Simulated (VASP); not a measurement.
# MnGa3 (Fm-3m) in VASP: further runs, part 2 of 2

VASP 6.6.1. Earlier steps stand in the parts before.

## 4. Single point, PBE, collinear spin, ferromagnetic start

The input, INCAR:

```
ALGO = Fast
EDIFF = 1E-6
ENCUT = 520
GGA = PE
ISIF = 2
ISMEAR = 0
ISPIN = 2
LASPH = True
LCHARG = False
LMAXMIX = 4
LORBIT = 11
LREAL = False
LWAVE = False
MAGMOM = 0 0 0 4
NBANDS = 38
NELM = 150
PREC = Accurate
SIGMA = 0.1
```

The input, KPOINTS:

```
k-points
0
Gamma
  12 12 12
```

The input, POSCAR:

```
MnGa3
1.0
    0.0000000000      3.2467030344      3.2467030344
    3.2467030344      0.0000000000      3.2467030344
    3.2467030344      3.2467030344      0.0000000000
Ga Mn
3 1
Direct
    0.2500000000      0.2500000000      0.2500000000
    0.7500000000      0.7500000000      0.7500000000
    0.5000000000      0.5000000000      0.5000000000
    0.0000000000      0.0000000000      0.0000000000
```

Potentials or basis: VASP PAW PBE potentials, release 64 (Ga_d, Mn_pv).

Started as:

```
$ cat potpaw_PBE.64/Ga_d/POTCAR potpaw_PBE.64/Mn_pv/POTCAR > POTCAR
$ mpirun -np 1 vasp_std > vasp.out
```

OUTCAR:

```text
EDIFF = 1E-6
   ENCUT = 520
   GGA = PE
   ISIF = 2
   ISMEAR = 0
   ISPIN = 2
   LASPH = True
   LORBIT = 11
   LREAL = False
   NELM = 150
   PREC = Accurate

 ion  position               nearest neighbor table
   1  0.250  0.250  0.250-   4 2.81   3 2.81   4 2.81   3 2.81   4 2.81   4 2.81   3 2.81   3 2.81

   2  0.750  0.750  0.750-   3 2.81   3 2.81   4 2.81   4 2.81   3 2.81   3 2.81   4 2.81   4 2.81

   3  0.500  0.500  0.500-   1 2.81   1 2.81   2 2.81   2 2.81   1 2.81   1 2.81   2 2.81   2 2.81

   4  0.000  0.000  0.000-   2 2.81   1 2.81   2 2.81   1 2.81   2 2.81   2 2.81   1 2.81   1 2.81

  LATTYP: Found a face centered cubic cell.
 ALAT       =     6.4934060688

  Lattice vectors:

 A1 = (   0.0000000000,   3.2467030344,   3.2467030344)
 A2 = (   3.2467030344,   0.0000000000,   3.2467030344)
 A3 = (   3.2467030344,   3.2467030344,   0.0000000000)

Analysis of symmetry for initial positions (statically):
=====================================================================
 Subroutine PRICEL returns:
 Original cell was already a primitive cell.

 Routine SETGRP: Setting up the symmetry group for a
 face centered cubic supercell.

 Subroutine GETGRP returns: Found 48 space group operations
 (whereof 48 operations were pure point group operations)
 out of a pool of 48 trial point group operations.

The static configuration has the point symmetry O_h .

Analysis of symmetry for dynamics (positions and initial velocities):
=====================================================================
 Subroutine PRICEL returns:
 Original cell was already a primitive cell.

 Routine SETGRP: Setting up the symmetry group for a
 face centered cubic supercell.

 Subroutine GETGRP returns: Found 48 space group operations
 (whereof 48 operations were pure point group operations)
 out of a pool of 48 trial point group operations.

[... 165 lines left out ...]

  energy without entropy =      -16.97450159  energy(sigma->0) =      -16.97904335

 E-fermi :   6.5405     XC(G=0): -11.4618

 val. band max:        6.5360787216   @ k =  -0.3333   0.0833   0.0000
 cond. band min:       6.5417012039   @ k =   0.3333   0.0000   0.0000
 fundamental gap:      0.0056224823
 Fermi energy:         6.5405465573

 spin component 1

 k-point     1 :       0.0000    0.0000    0.0000
  band No.  band energies     occupation
      1     -43.5432      1.00000
      2     -43.5432      1.00000
      3     -43.5432      1.00000
      4      -8.5605      1.00000
      5      -8.5605      1.00000
      6      -8.5267      1.00000
[... 973 lines left out ...]
     37      16.2567      0.00000
     38      16.6379      0.00000

 [... further k-points ...]

 spin component 2

 k-point     1 :       0.0000    0.0000    0.0000
  band No.  band energies     occupation
      1     -39.7544      1.00000
      2     -39.7544      1.00000
      3     -39.7544      1.00000
      4      -8.5596      1.00000
      5      -8.5596      1.00000
      6      -8.5267      1.00000
[... 973 lines left out ...]
     37      16.5197      0.00000
     38      16.8834      0.00000

 [... further k-points ...]

------------------------ aborting loop because EDIFF is reached ----------------------------------------

  FORCE on cell =-STRESS in cart. coord.  units (eV):
  Direction    XX          YY          ZZ          XY          YZ          ZX
  --------------------------------------------------------------------------------------
  -------------------------------------------------------------------------------------
  Total        0.0415834      0.0415834      0.0415834      0.0000000      0.0000000     -0.0000000
  in kB        0.9733580      0.9733580      0.9733580      0.0000000      0.0000000     -0.0000000
  external PRESSURE =       0.9733580 kB  Pullay stress =       0.0000000 kB

 VOLUME and BASIS-vectors are now :
 -----------------------------------------------------------------------------
  energy-cutoff  :      520.00
  volume of cell :       68.45
      direct lattice vectors                 reciprocal lattice vectors
     0.000000000  3.246703034  3.246703034    -0.154002382  0.154002382  0.154002382
     3.246703034  0.000000000  3.246703034     0.154002382 -0.154002382  0.154002382
     3.246703034  3.246703034  0.000000000     0.154002382  0.154002382 -0.154002382

 POSITION                                       TOTAL-FORCE (eV/Angst)
 -----------------------------------------------------------------------------------
      1.62335      1.62335      1.62335        -0.000000     -0.000000     -0.000000
      4.87005      4.87005      4.87005         0.000000      0.000000      0.000000
      3.24670      3.24670      3.24670         0.000000     -0.000000     -0.000000
      0.00000      0.00000      0.00000         0.000000      0.000000     -0.000000
 -----------------------------------------------------------------------------------
    total drift:                                0.000000      0.000000      0.000000

  FREE ENERGIE OF THE ION-ELECTRON SYSTEM (eV)
  ---------------------------------------------------
  free  energy   TOTEN  =       -16.9835851087 eV

  energy  without entropy=      -16.9745015905  energy(sigma->0) =      -16.97904335

 total charge

# of ion       s       p       d       tot
------------------------------------------
    1        0.989   0.633   9.966  11.588
    2        0.989   0.633   9.966  11.588
    3        1.001   0.585   9.977  11.562
    4        0.292   6.158   5.001  11.450
--------------------------------------------------
tot          3.271   8.009  34.909  46.190

 magnetization (x)

# of ion       s       p       d       tot
------------------------------------------
    1        0.007  -0.038   0.005  -0.026
    2        0.007  -0.038   0.005  -0.026
    3        0.034  -0.034   0.000  -0.000
    4        0.028   0.045   3.544   3.617
--------------------------------------------------
tot          0.075  -0.066   3.555   3.565
```

stdout:

```text
POSCAR found type information on POSCAR GaMn
 POSCAR found :  2 types and       4 ions
 scaLAPACK will be used
 LDA part: xc-table for (Slater+PW92), standard interpolation
 POSCAR, INCAR and KPOINTS ok, starting setup
 FFT: planning ... GRIDC
 FFT: planning ... GRID_SOFT
 FFT: planning ... GRID
 WAVECAR not read
 entering main loop
WARNING in EDDRMM: call to ZHEGV failed, returncode =   8  4     34
```

Wall time 16 min (1 thread of Intel Xeon 8259CL, shared host); peak memory 0.42 GiB.

Results:

- Free energy: -16.9836 eV
- Pressure: 0.1 GPa
- Net moment: 3.75 μB per cell
- Site moments: Ga -0.03, -0.00 (each value once); Mn +3.62 μB
- Valence electrons inside the program's atomic spheres: Ga 11.59, 11.56 (each value once); Mn 11.45

Levels at points of the mesh, in eV from the Fermi level:
Spin up:
```
           k point  band 25  band 26  band 27  band 28  band 29  band 30  band 31  band 32
(0.00, 0.00, 0.00)    -1.89    -0.06     0.55     0.55     0.55     1.60     1.60     1.60
(0.50, 0.00, 0.00)    -2.67    -2.23    -0.05    -0.05     0.34     0.34     1.02     5.69
(0.50, 0.50, 0.00)    -2.64    -2.64    -2.62    -1.49    -0.99     6.34     6.34     6.80
```
Spin down:
```csv
k point,band 20,band 21,band 22,band 23,band 24,band 25,band 26,band 27,band 28,band 29
"(0.00, 0.00, 0.00)",-1.95,-1.76,-1.76,-1.76,0.10,0.47,0.47,0.57,0.57,0.57
"(0.50, 0.00, 0.00)",-7.93,-2.27,-2.19,-2.19,-0.56,0.15,0.15,0.41,0.41,2.41
"(0.50, 0.50, 0.00)",-7.38,-5.03,-3.48,-3.48,-1.43,0.31,0.31,0.75,1.41,1.87
```

## 5. Single point, PBE, collinear spin

The input, INCAR:

```
SYSTEM = MnGa3
  PREC = Accurate
  ENCUT = 520
  EDIFF = 1E-6
  ISMEAR = 0
  SIGMA = 0.1
  LREAL = .FALSE.
  LASPH = .TRUE.
  NELM = 150
  ALGO = Normal
  ISIF = 2
  LWAVE = .FALSE.
  LCHARG = .TRUE.
  ISPIN = 2
  MAGMOM = -0.13 -0.13 -0.11 1.96
  LORBIT = 11
  NUPDOWN = 1.25
  LMAXMIX = 4
  GGA = PE
  LELF = .TRUE.
  LVHAR = .TRUE.
  NBANDS = 38
```

The input, KPOINTS:

```
Automatic mesh
0
G
  12 12 12
  0 0 0
```

POSCAR is that of step 4.

Started as:

```
$ cat potpaw_PBE.64/Ga_d/POTCAR potpaw_PBE.64/Mn_pv/POTCAR > POTCAR
$ mpirun -np 1 vasp_std > vasp.out
```

It took 11 min on 1 thread of Intel Xeon 8259CL, shared host; peak memory 0.43 GiB.

Results (log left out):

| Quantity | Value |
| --- | --- |
| Free energy | -16.2267 eV |
| Pressure | -6.0 GPa |
| Net moment | 1.25 μB per cell |
| Site moments | Ga -0.12, -0.10 (each value once); Mn +1.77 μB |
| Valence electrons inside the program's atomic spheres | Ga 11.56, 11.54 (each value once); Mn 11.54 |

Caveat: the cell stands under tension; the total moment is fixed, so each spin has its own Fermi level and the state may be an excited one.

## 6. Overview

```csv
task,level,spin,fixed moment (μB),cell,cutoff (eV),gap on the mesh (eV),pressure (GPa),moment (μB)
single point,r2SCAN,off,-,as given,520,none,-12.9,-
relaxation of cell and atoms,PBE,off,-,relaxed,600,none,0.0,-
single point,PBE,"collinear, ferromagnetic start",-,as given,520,none,0.1,3.75
single point,PBE,collinear,1.25,as given,520,-,-6.0,1.25
```

Alike in all rows: potentials or basis VASP PAW PBE potentials, release 64 (Ga_d, Mn_pv); k mesh 12 × 12 × 12; smearing gaussian 0.1 eV.

The pressure there spans -12.9 GPa (r2SCAN) to 0.1 GPa (PBE); a positive pressure means that this level wants a larger cell, a negative one a smaller.

Caveats: the cell stands under tension (at least some runs); the PAW data sets were made with another functional, which shifts forces and pressure a little (at least some runs); the total moment is fixed, so each spin has its own Fermi level and the state may be an excited one (at least some runs).

Absolute energies hang on the potentials; compare differences alone.

The gap in the log of VASP goes by the Fermi energy; the results here count the filled bands.